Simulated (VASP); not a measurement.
SbOs (CsCl type), 2 atoms in the cell. Symmetry: Pm-3m, No. 221, cubic system. The conventional cell has a = 2.895 Å, b = 2.895 Å, c = 2.895 Å, α = 90.00°, β = 90.00°, γ = 90.00°. Within 3.3 Å of Os (site symmetry m-3m) lie 8 Sb at 2.51 Å and 6 Os at 2.89 Å. Sb (site symmetry m-3m) has 8 Os at 2.51 Å and 6 Sb at 2.89 Å within 3.3 Å.  This cell differs from its parent crystal: volume scaled by 0.68.

```yaml
Program: VASP 6.6.1
Task: single point
Functional: PBE
Potentials_or_basis: VASP PAW PBE potentials, release 64 (Os, Sb)
Cutoff: 520 eV
k_mesh: 12 × 12 × 12
Occupations: fermi-dirac, width 0.05 eV
Spin: no spin polarisation
Dipole_correction: no
Further_INCAR_settings: ALGO = Normal; EDIFF = 1e-07; NBANDS = 14
```

Potentials or basis: VASP PAW PBE potentials, release 64 (Os, Sb).

Run with:

```console
$ cat potpaw_PBE.64/Os/POTCAR potpaw_PBE.64/Sb/POTCAR > POTCAR
$ mpirun -np 1 vasp_std > vasp.out
```

Hardware: 1 thread of Intel(R) Xeon(R) 6975P-C (Granite Rapids), with other jobs on the host.

Q: How long does it take, and how much memory?

A: Wall time 8.5 s on 1 thread of Intel(R) Xeon(R) 6975P-C (Granite Rapids), on a shared host, peak memory 0.16 GiB. Counts: scf iterations 13, k points 84.
